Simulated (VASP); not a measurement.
# Pd in VASP: a series of runs

Pd is run at these levels: PBEsol; tasks: single point.

All numbers are computed with VASP 6.6.1; they aren't measurements. Logs are shortened: lines on timing, memory, paths and dates and some standing lists are left out, and cuts for length are marked.

## (1) The cell of the first run

It takes space group I4/mmm (No. 139, tetragonal). Conventional cell: a = 2.971 Å, b = 2.971 Å, c = 4.045 Å, α = 90.00°, β = 90.00°, γ = 90.00°. Pd (site symmetry 4/mmm) has 12 Pd at 2.92 to 2.97 Å within 3.8 Å.

## (2) Single point, PBEsol (strain +0.080 along x and y, +0.040 along z)

INCAR reads:

```
SYSTEM = Pd
PREC = Accurate
ENCUT = 520
EDIFF = 1E-7
ISMEAR = 0
SIGMA = 0.15
LREAL = .FALSE.
LASPH = .TRUE.
NELM = 100
ALGO = Normal
ISIF = 2
LWAVE = .FALSE.
LCHARG = .TRUE.
GGA = PS
LELF = .TRUE.
LVHAR = .TRUE.
NBANDS = 11
```

KPOINTS reads:

```
regular mesh
0
G
  20 20 20
  0 0 0
```

POSCAR reads:

```
Pd
1.0
    0.0000000000      2.1004920000      2.0226960000
    2.1004920000      0.0000000000      2.0226960000
    2.1004920000      2.1004920000      0.0000000000
Pd
1
Direct
    0.0000000000      0.0000000000      0.0000000000
```

Potentials or basis: VASP PAW PBE potentials, release 64 (Pd).

Run with:

```sh
$ cat potpaw_PBE.64/Pd/POTCAR > POTCAR
$ mpirun -np 1 vasp_std > vasp.out
```

OUTCAR:

```text
SYSTEM = Pd
   PREC = Accurate
   ENCUT = 520
   EDIFF = 1E-7
   ISMEAR = 0
   LREAL = .FALSE.
   LASPH = .TRUE.
   NELM = 100
   ISIF = 2
   GGA = PS

 ion  position               nearest neighbor table
   1  0.000  0.000  0.000-

  LATTYP: Found a body centered tetragonal cell.
 ALAT       =     2.9705442741
 C/A-ratio  =     1.3618352823

  Lattice vectors:

 A1 = (   0.0000000000,  -2.1004920000,  -2.0226960000)
 A2 = (   0.0000000000,   2.1004920000,  -2.0226960000)
 A3 = (   2.1004920000,   0.0000000000,   2.0226960000)

Analysis of symmetry for initial positions (statically):
=====================================================================
 Subroutine PRICEL returns:
 Original cell was already a primitive cell.

 Routine SETGRP: Setting up the symmetry group for a
 body centered tetragonal supercell.

 Subroutine GETGRP returns: Found 16 space group operations
 (whereof 16 operations were pure point group operations)
 out of a pool of 16 trial point group operations.

The static configuration has the point symmetry D_4h.

Analysis of symmetry for dynamics (positions and initial velocities):
=====================================================================
 Subroutine PRICEL returns:
 Original cell was already a primitive cell.

 Routine SETGRP: Setting up the symmetry group for a
 body centered tetragonal supercell.

 Subroutine GETGRP returns: Found 16 space group operations
 (whereof 16 operations were pure point group operations)
 out of a pool of 16 trial point group operations.

The dynamic configuration has the point symmetry D_4h.

 Subroutine INISYM returns: Found 16 space group operations
 (whereof 16 operations are pure point group operations),
 and found     1 'primitive' translations

----------------------------------------------------------------------------------------

                                     Primitive cell

  volume of cell :      17.8485

  direct lattice vectors                    reciprocal lattice vectors
     0.000000000  2.100492000  2.022696000    -0.238039469  0.238039469  0.247194833
     2.100492000  0.000000000  2.022696000     0.238039469 -0.238039469  0.247194833
     2.100492000  2.100492000  0.000000000     0.238039469  0.238039469 -0.247194833

  length of vectors
     2.916053112  2.916053112  2.970544274     0.417649210  0.417649210  0.417649210

  position of ions in fractional coordinates (direct lattice)
     0.000000000  0.000000000  0.000000000

  ion indices of the primitive-cell ions
   primitive index   ion index
                 1           1

----------------------------------------------------------------------------------------

 KPOINTS: regular mesh

Automatic generation of k-mesh.
 Grid dimensions read from file:
 generate k-points for:   20   20   20

 Generating k-lattice:

  Cartesian coordinates                     Fractional coordinates (reciprocal lattice)
    -0.011901973  0.011901973  0.012359742     0.050000000 -0.000000000  0.000000000
     0.011901973 -0.011901973  0.012359742    -0.000000000  0.050000000  0.000000000
     0.011901973  0.011901973 -0.012359742     0.000000000  0.000000000  0.050000000

  Length of vectors
     0.020882461  0.020882461  0.020882461

  Shift w.r.t. Gamma in fractional coordinates (k-lattice)
     0.000000000  0.000000000  0.000000000

 Subroutine IBZKPT returns following result:
 ===========================================

 Found    641 irreducible k-points:

 Following reciprocal coordinates:
            Coordinates               Weight
  0.000000  0.000000  0.000000      1.000000
  0.050000  0.000000  0.000000      8.000000
  0.100000  0.000000  0.000000      8.000000
  0.150000  0.000000  0.000000      8.000000
  0.200000  0.000000  0.000000      8.000000
  0.250000  0.000000  0.000000      8.000000
[... 16 lines left out ...]
 -0.400000  0.050000  0.000000      8.000000
 -0.350000  0.050000  0.000000      8.000000
 [... further k-points ...]
   k-points           NKPTS =    641   k-points in BZ     NKDIM =    641   number of bands    NBANDS=     11
   number of dos      NEDOS =    301   number of ions     NIONS =      1
   total plane-waves  NPLWV =  13824
   dimension x,y,z NGX =    24 NGY =   24 NGZ =   24
   dimension x,y,z NGXF=    48 NGYF=   48 NGZF=   48
   ions per type =               1
   NGX,Y,Z   is equivalent  to a cutoff of  13.68, 13.68, 13.43 a.u.
   NGXF,Y,Z  is equivalent  to a cutoff of  27.37, 27.37, 26.86 a.u.
 SYSTEM =  Pd
   PREC   = accura    normal or accurate (medium, high low for compatibility)
   ISTART =      0    job   : 0-new  1-cont  2-samecut
   ICHARG =      2    charge: 1-file 2-atom 10-const
   ISPIN  =      1    spin polarized calculation?
   LNONCOLLINEAR =      F non collinear calculations
   LSORBIT =      F    spin-orbit coupling
   LASPH  =      T    aspherical Exc in radial PAW
   ENCUT  =  520.0 eV  38.22 Ry    6.18 a.u.   5.42  5.42  5.52*2*pi/ulx,y,z
   NELM   =    100;   NELMIN=  2; NELMDL= -5     # of ELM steps
   EDIFF  = 0.1E-06   stopping-criterion for ELM
   LREAL  =      F    real-space projection
   EDIFFG = 0.1E-05   stopping-criterion for IOM
   NSW    =      0    number of steps for IOM
   IBRION =     -1    ionic relax: 0-MD 1-quasi-New 2-CG
   NFREE  =      0    steps in history (QN), initial steepest desc. (CG)
   ISIF   =      2    stress and relaxation
   ISYM   =      2    0-nonsym 1-usesym 2-fastsym
   POTIM  = 0.5000    time-step for ionic-motion
   TEBEG  =    0.0;   TEEND  =   0.0 temperature during run
   PSTRESS=    0.0 pullay stress
   NELECT =      10.0000    total number of electrons
   NUPDOWN=      -1.0000    fix difference up-down
   EMIN   =  10.00;   EMAX   =-10.00  energy-range for DOS
   EFERMI =   0.00;   METHOD = LEGACY
   ISMEAR =     0;   SIGMA  =   0.15  broadening in eV -4-tet -1-fermi 0-gaus
   EFERMI_NEDOS =   21; number of points for ismear=-14 and -15
   IALGO  =     38    algorithm
   IMIX   =      4    mixing-type and parameters
     AMIX     =   0.40;   BMIX     =  1.00
     AMIX_MAG =   1.60;   BMIX_MAG =  1.00
  volume/ion in A,a.u.               =      17.85       120.45
  Fermi-wavevector in a.u.,A,eV,Ry     =   1.349607  2.550387 24.782177  1.821439
  Thomas-Fermi vector in A             =   2.477180
   LORBIT       =      0    0 simple, 1 ext, 2 COOP (PROOUT), +10 PAW based schemes
   GGA     = PS    functional components
   LHFCALC =     F    Hartree Fock is set to
   AEXX    =    0.0000 exact exchange contribution
   IVDW    =     0    specifies the selected vdW correction
   LEPSILON=     F    determine dielectric tensor
   LRPA    =     F    only Hartree local field effects (RPA)
 non-spin polarized calculation
 Gauss-broadening in eV      SIGMA  =   0.15
  energy-cutoff  :      520.00
  volume of cell :       17.85
 maximum number of plane-waves:       515
 NGX is ok and might be reduce to    24
   NGX = 11   NGY = 11   NGZ = 11

 number of electron      10.0000000 magnetization

 Free energy of the ion-electron system (eV)
  ---------------------------------------------------
  ext. energy  EPLUGINS =         0.00000000
  ---------------------------------------------------
  free energy    TOTEN  =        -5.66520504 eV

  energy without entropy =       -5.63132186  energy(sigma->0) =       -5.64826345

 E-fermi :   6.7274     XC(G=0): -12.2276

 val. band max:        6.7263698784   @ k =  -0.4000   0.1000   0.4000
 cond. band min:       6.7289538139   @ k =   0.3500   0.0000   0.2500
 fundamental gap:      0.0025839355
 Fermi energy:         6.7274305722

 k-point     1 :       0.0000    0.0000    0.0000
  band No.  band energies     occupation
      1       0.8679      2.00000
      2       4.5422      2.00000
      3       4.5422      2.00000
      4       4.8095      2.00000
      5       5.6832      2.00000
      6       5.9450      2.00000
      7      23.6128      0.00000
      8      27.1028      0.00000
      9      27.1028      0.00000
     10      27.6821      0.00000
     11      31.9022      0.00000

 k-point     2 :       0.0500    0.0000    0.0000
  band No.  band energies     occupation
      1       0.9454      2.00000
      2       4.5360      2.00000
      3       4.5664      2.00000
      4       4.8163      2.00000
      5       5.6756      2.00000
      6       5.9318      2.00000
      7      23.6599      0.00000
      8      26.6065      0.00000
      9      27.1601      0.00000
     10      27.5934      0.00000
     11      32.2013      0.00000

 k-point     3 :       0.1000    0.0000    0.0000
  band No.  band energies     occupation
      1       1.1725      2.00000
      2       4.5065      2.00000
      3       4.6302      2.00000
      4       4.8503      2.00000
      5       5.6619      2.00000
      6       5.8994      2.00000
      7      23.6885      0.00000
      8      25.3859      0.00000
      9      27.3174      0.00000
     10      27.6887      0.00000
     11      31.6077      0.00000

 k-point     4 :       0.1500    0.0000    0.0000
  band No.  band energies     occupation
      1       1.5292      2.00000
      2       4.4598      2.00000
      3       4.7057      2.00000
      4       4.9134      2.00000
      5       5.6704      2.00000
      6       5.8707      2.00000
      7      22.9900      0.00000
      8      24.6135      0.00000
      9      27.5249      0.00000
     10      27.8669      0.00000
     11      30.7558      0.00000
[... 239 lines left out ...]
 k-point    22 :      -0.4500    0.0500    0.0000
  band No.  band energies     occupation
      1       2.7663      2.00000
      2       4.5270      2.00000
      3       4.7061      2.00000
      4       6.3729      1.99917
      5       6.6893      1.28083
      6       8.1786      0.00000
      7      12.9316      0.00000
      8      22.9269      0.00000
      9      25.4242      0.00000
     10      25.6739      0.00000
     11      30.8039      0.00000

 k-point    23 :      -0.4000    0.0500    0.0000
  band No.  band energies     occupation
      1       2.7874      2.00000
      2       4.5593      2.00000
      3       4.7447      2.00000
      4       6.2132      2.00000
      5       6.5336      1.93237
      6       7.4604      0.00000
      7      14.0661      0.00000
      8      23.1067      0.00000
      9      25.6599      0.00000
     10      25.9824      0.00000
     11      30.6477      0.00000

 k-point    24 :      -0.3500    0.0500    0.0000
  band No.  band energies     occupation
      1       2.8016      2.00000
      2       4.6178      2.00000
      3       4.8080      2.00000
      4       5.7648      2.00000
      5       6.3114      1.99991
      6       6.8279      0.34351
      7      15.6037      0.00000
      8      23.4061      0.00000
      9      25.8336      0.00000
     10      26.7867      0.00000
     11      30.4031      0.00000

 [... further k-points ...]
[... 5 lines left out ...]
  --------------------------------------------------------------------------------------
  -------------------------------------------------------------------------------------
  Total       -2.6658103     -2.6658103     -2.5792333      0.0000000     -0.0000000     -0.0000000
  in kB     -239.2969403   -239.2969403   -231.5253405      0.0000000     -0.0000000     -0.0000000
  external PRESSURE =    -236.7064070 kB  Pullay stress =       0.0000000 kB

 VOLUME and BASIS-vectors are now :
 -----------------------------------------------------------------------------
  energy-cutoff  :      520.00
  volume of cell :       17.85
      direct lattice vectors                 reciprocal lattice vectors
     0.000000000  2.100492000  2.022696000    -0.238039469  0.238039469  0.247194833
     2.100492000  0.000000000  2.022696000     0.238039469 -0.238039469  0.247194833
     2.100492000  2.100492000  0.000000000     0.238039469  0.238039469 -0.247194833

 POSITION                                       TOTAL-FORCE (eV/Angst)
 -----------------------------------------------------------------------------------
      0.00000      0.00000      0.00000        -0.000000      0.000000      0.000000
 -----------------------------------------------------------------------------------
    total drift:                               -0.000000      0.000000      0.000000

  FREE ENERGIE OF THE ION-ELECTRON SYSTEM (eV)
  ---------------------------------------------------
  free  energy   TOTEN  =        -5.6652050417 eV

  energy  without entropy=       -5.6313218582  energy(sigma->0) =       -5.64826345
```

It took 2.2 min on 1 thread of Intel Xeon 8259CL, shared host; peak memory 0.25 GiB.

What came out:

```yaml
Free_energy: -5.6652 eV
Pressure: -23.7 GPa
Band_gap_on_the_k_mesh: zero (bands 5 and 6 overlap by 1.22 eV)
```

Caveat: the cell differs from its parent crystal (strain +0.080 along x and y, +0.040 along z); the cell stands under tension; the PAW data sets were made with another functional, which shifts forces and pressure a little.

## (3) Single point, PBEsol (strain -0.080 along x and y, -0.080 along z)

INCAR reads:

```
SYSTEM = Pd
ALGO = Fast ; EDIFF = 1E-7
ENCUT = 520 ; GGA = PS
ISIF = 2 ; ISMEAR = 0
LASPH = .True. ; LCHARG = .False.
LREAL = .False. ; LWAVE = .False.
NBANDS = 11 ; NELM = 60
PREC = Accurate ; SIGMA = 0.15
```

KPOINTS reads:

```
k-points
0
Gamma
  20 20 20
  0 0 0
```

POSCAR reads:

```
Pd
1.0
    0.0000000000      1.7893080000      1.7893080000
    1.7893080000      0.0000000000      1.7893080000
    1.7893080000      1.7893080000      0.0000000000
Pd
1
Direct
    0.0000000000      0.0000000000      0.0000000000
```

Potentials or basis: VASP PAW PBE potentials, release 64 (Pd).

Run with:

```sh
$ cat potpaw_PBE.64/Pd/POTCAR > POTCAR
$ mpirun -np 1 vasp_std > vasp.out
```

It took 39 s on 1 thread of Intel Xeon 8259CL, shared host; peak memory 0.15 GiB.

The run converged. Its results:

* Free energy: -5.2844 eV
* Pressure: 91.8 GPa
* Band gap on the k mesh: zero (bands 5 and 6 overlap by 2.46 eV)

Levels at points of the mesh, in eV from the Fermi level:
| k point | band 3 | band 4 | band 5 | band 6 | band 7 | band 8 |
| --- | --- | --- | --- | --- | --- | --- |
| (0.00, 0.00, 0.00) | -4.28 | -4.28 | -1.83 | -1.83 | 16.84 | 23.13 |
| (0.50, 0.00, 0.00) | -4.38 | 0.00 | 0.00 | 0.36 | 9.64 | 16.30 |
| (0.50, 0.50, 0.00) | -0.02 | 0.49 | 0.49 | 3.30 | 13.71 | 14.47 |

Caveat: the cell differs from its parent crystal (strain -0.080 along x and y, -0.080 along z); the cell stands under pressure; the PAW data sets were made with another functional, which shifts forces and pressure a little.
